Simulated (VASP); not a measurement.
Wanted: the native input for a VASP 6.6.1 run.

```
Task                   : relaxation of cell and atoms
Functional             : r2SCAN
Potentials or basis    : VASP PAW PBE potentials, release 64 (Zn)
Cutoff                 : 600 eV
k mesh                 : 8 × 8 × 8
Occupations            : gaussian, width 0.1 eV
Spin                   : no spin polarisation
Dipole correction      : no
Further INCAR settings : ALGO = Normal; EDIFF = 1e-06; IBRION = 2; EDIFFG = -0.04; NSW = 90; ISIF = 3
```

The system is Zn.

```
Zn
1.0
    -1.56904    1.56904    1.56904
     1.56904   -1.56904    1.56904
     1.56904    1.56904   -1.56904
Zn
1
Direct
  0.00000 0.00000 0.00000
```

This isn't the form of Zn at room conditions, which is hcp.

One way to write it, as run:

POSCAR

```
Zn
1.0
   -1.5690370000      1.5690370000      1.5690370000
    1.5690370000     -1.5690370000      1.5690370000
    1.5690370000      1.5690370000     -1.5690370000
Zn
1
Direct
    0.0000000000      0.0000000000      0.0000000000
```

INCAR.step1

```
  PREC = Accurate
  ENCUT = 600
  ISMEAR = 0
  SIGMA = 0.1
  LREAL = False
  LASPH = True
  NELM = 80
  GGA = PE
  ALGO = Normal
  EDIFF = 1E-4
  LWAVE = True
  LCHARG = False
```

INCAR.step2

```
  PREC = Accurate
  ENCUT = 600
  EDIFF = 1E-6
  ISMEAR = 0
  SIGMA = 0.1
  LREAL = False
  LASPH = True
  NELM = 80
  ALGO = Normal
  ISIF = 3
  LWAVE = False
  LCHARG = False
  METAGGA = R2SCAN
  LMIXTAU = True
  IBRION = 2
  NSW = 90
  EDIFFG = -0.04
  ISTART = 1
```

KPOINTS

```
regular mesh
0
Gamma
  8 8 8
```

Potentials or basis: VASP PAW PBE potentials, release 64 (Zn).

Run with:

```console
$ cat potpaw_PBE.64/Zn/POTCAR > POTCAR
$ cp INCAR.step1 INCAR
$ mpirun -np 1 vasp_std > vasp.out
$ cp INCAR.step2 INCAR
$ mpirun -np 1 vasp_std > vasp.out
```

It gave:

```json
{"Relaxed volume": "14.27 Å³/atom", "Relaxed cell": "a = 2.647 Å, b = 2.647 Å, c = 2.647 Å, α = 109.47°, β = 109.47°, γ = 109.47°", "Space group after relaxing (to 0.1 Å)": "Im-3m (No. 229)", "Energy gained by relaxing": "24.9 meV/atom", "Ionic steps": "2", "Pressure after relaxing": "-0.2 GPa", "Band gap on the k mesh": "zero (bands 6 and 7 overlap by 5.40 eV)"}
```

Caveat: the PAW data sets were made with another functional, which shifts forces and pressure a little.

Run time: 55 s on 1 thread of Intel(R) Xeon(R) Platinum 8375C CPU @ 2.90GHz (Ice Lake) (shared host), peak memory 0.15 GiB.
